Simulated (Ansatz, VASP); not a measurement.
**Al4Co3Ru: VASP beside Ansatz**

```xyz
8
Lattice="-2.8959 2.8959 2.8959 2.8959 -2.8959 2.8959 2.8959 2.8959 -2.8959" Properties=species:S:1:pos:R:3 pbc="T T T"
Al    1.4479    1.4479    1.4479
Al    1.4479   -1.4479    1.4479
Al   -1.4479    1.4479    1.4479
Al    1.4479    1.4479   -1.4479
Co    0.0000    2.8959    0.0000
Co    2.8959    0.0000    0.0000
Co    0.0000    0.0000    2.8959
Ru    0.0000    0.0000    0.0000
```

Alike in both runs: task relaxation of cell and atoms; functional PBE; k mesh 10 × 10 × 10; occupations gaussian, width 0.1 eV; no spin polarisation.

|  | VASP | Ansatz |
| --- | --- | --- |
| version | VASP 6.6.1 | Ansatz 0.2.0 |
| potentials or method | VASP PAW PBE potentials, release 64 (Al, Co, Ru_pv), cutoff 600 eV | scalar-relativistic, plane waves, PAW |
| valence electrons in the cell | 53 | 79 |

|  | VASP | Ansatz | Ansatz less VASP |
| --- | --- | --- | --- |
| gap on the k mesh at the Fermi level, each at its own relaxed structure (eV) | none | none | - |
| relaxed volume (Å³/atom) | 12.14 | 12.16 | +0.016 |
| relaxed cell length with the largest relative difference (Å) | 5.016 | 5.018 | +0.0022 |

A gap of «none» marks a metal or a gap that the smearing closes. VASP's potentials hold 53 valence electrons a cell and Ansatz's 79, so a difference there can come from the potentials and not from the codes.

Noted on VASP's run: the relaxation stopped at its first step, so nothing moved.
